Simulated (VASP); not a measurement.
Write the native input for VASP 6.6.1 that does the following.

| Quantity | Value |
| --- | --- |
| Task | single point |
| Functional | PBE-based screened hybrid |
| Potentials or basis | VASP PAW PBE potentials, release 64 (Pb_d, S) |
| Cutoff | 520 eV |
| k mesh | 4 × 4 × 4 |
| Occupations | fermi-dirac, width 0.05 eV |
| Spin | no spin polarisation |
| Dipole correction | no |
| Grid for exact exchange (PRECFOCK) | Normal |
| Share of exact exchange | 0.05 |
| Further INCAR settings | ALGO = Normal; EDIFF = 1e-06; NBANDS = 17 |
| Screening parameter | 0.2 1/Å |

PbS (Galena):

```xyz
2
Lattice="0.0000 2.9657 2.9657 2.9657 0.0000 2.9657 2.9657 2.9657 0.0000" Properties=species:S:1:pos:R:3 pbc="T T T"
Pb    0.0000    0.0000    0.0000
S     2.9657    2.9657    2.9657
```

These files were run (other wordings do the same):

POSCAR

```
PbS
1.0
    0.0000000000      2.9657500000      2.9657500000
    2.9657500000      0.0000000000      2.9657500000
    2.9657500000      2.9657500000      0.0000000000
Pb S
1 1
Direct
    0.0000000000      0.0000000000      0.0000000000
    0.5000000000      0.5000000000      0.5000000000
```

INCAR.step1

```
ALGO = Normal
EDIFF = 1E-5
ENCUT = 520
GGA = PE
ISIF = 2
ISMEAR = -1
LASPH = T
LCHARG = F
LREAL = F
LWAVE = T
NBANDS = 17
NELM = 80
PREC = Accurate
SIGMA = 0.05
```

INCAR.step2

```
AEXX = 0.05
ALGO = Normal
EDIFF = 1E-6
ENCUT = 520
GGA = PE
HFSCREEN = 0.2
ISIF = 2
ISMEAR = -1
ISTART = 1
LASPH = T
LCHARG = F
LHFCALC = T
LREAL = F
LWAVE = F
NBANDS = 17
NELM = 80
PREC = Accurate
PRECFOCK = Normal
SIGMA = 0.05
```

KPOINTS

```
k-points
0
Gamma
  4 4 4
```

Potentials or basis: VASP PAW PBE potentials, release 64 (Pb_d, S).

Run with:

```bash
$ cat potpaw_PBE.64/Pb_d/POTCAR potpaw_PBE.64/S/POTCAR > POTCAR
$ cp INCAR.step1 INCAR
$ mpirun -np 1 vasp_std > vasp.out
$ cp INCAR.step2 INCAR
$ mpirun -np 1 vasp_std > vasp.out
```

It gave:

The pressure is 2.0 GPa and the band gap on the k mesh is 0.45 eV, direct.

Caveat: the k points lie up to 0.46 Å⁻¹ apart; the PAW data sets were made with another functional, which shifts forces and pressure a little; spin-orbit coupling is left out, which moves the levels of the heavy elements.

Wall time 3.9 min on 1 thread of AMD EPYC 9R14 (Zen 4) (shared host), peak memory 0.26 GiB.
